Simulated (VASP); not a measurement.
A run of VASP 6.6.1:

INCAR

```
ALGO     = Normal         # electronic algorithm
EDIFF    = 1E-7           # SCF threshold, eV
ENCUT    = 520            # plane-wave cutoff, eV
GGA      = RE             # functional
ISIF     = 2              # what is computed and relaxed
ISMEAR   = -1             # smearing method
LASPH    = T              # aspherical terms in the spheres
LCHARG   = F              # write CHGCAR
LREAL    = F              # projectors in reciprocal space
LWAVE    = F              # write WAVECAR
NBANDS   = 12             # bands
NELM     = 80             # most SCF steps
PREC     = Accurate       # precision mode
SIGMA    = 0.1            # smearing width, eV
```

File KPOINTS:

```
k-points
0
Gamma
  17 17 17
```

The input POSCAR:

```
Cu
1.0
   -1.3943688483      1.3943688483      1.3943688483
    1.3943688483     -1.3943688483      1.3943688483
    1.3943688483      1.3943688483     -1.3943688483
Cu
1
Direct
    0.0000000000      0.0000000000      0.0000000000
```

Potentials or basis: VASP PAW PBE potentials, release 64 (Cu).

The run is started by

```sh
$ cat potpaw_PBE.64/Cu/POTCAR > POTCAR
$ mpirun -np 1 vasp_std > vasp.out
```

Hardware: 1 thread of AMD EPYC 7R13 Processor (Zen 3), on a shared host.

Problem. Estimate the wall time of this run.

Solution. Run time: 14 s on 1 thread of AMD EPYC 7R13 Processor (Zen 3) (shared host), peak memory 0.1 GiB. Counts: scf iterations 12, k points 165.
